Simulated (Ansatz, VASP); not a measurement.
## AlO5 in VASP and in Ansatz

```
Al O
1.0
     2.62907    1.51790    2.37957
    -2.62907    1.51790    2.37957
     0.00000   -3.03579    2.37957
Al O
1 5
Direct
  0.50000 0.50000 0.50000
  0.49999 0.50001 0.00000
  0.19454 0.19454 0.19454
  0.00000 0.49999 0.50001
  0.50001 0.00000 0.49999
  0.80546 0.80546 0.80546
```

Change from the starting cell: species swapped into the La5Mg type (R32, No. 155).

Alike in both runs: functional PBE; k mesh 6 × 6 × 6; occupations gaussian, width 0.1 eV; collinear spin.

Ansatz relaxed the structure, and its values are those at the end. VASP's run is a single point on that final structure, the one shown.

|  | VASP | Ansatz |
| --- | --- | --- |
| version | VASP 6.6.1 | Ansatz 0.2.0 |
| potentials or method | VASP PAW PBE potentials, release 64 (Al, O), cutoff 520 eV | scalar-relativistic, plane waves, PAW |
| valence electrons in the cell | 33 | 33 |

Ansatz gave:

| Property | Result |
| --- | --- |
| gap on the k mesh at the Fermi level (eV) | none |
| pressure (GPa) | 0.1 |
| rms of the force components (eV/Å) | 0.001 |
| net moment per atom (μB) | 0.17 |
| size of the moment on the site where the two differ most (μB) | 0.33 |

Problem. What did VASP give for the same quantities?

Solution. gap on the k mesh at the Fermi level (eV): none; pressure (GPa): -0.1; rms of the force components (eV/Å): 0.013; net moment per atom (μB): 0.17; size of the moment on the site where the two differ most (μB): 0.33.

Site moments also hang on the region over which each program counts them. A gap of «none» marks a metal or a gap that the smearing closes. The functional is the same, so the differences come from potentials, cutoffs and numerics.
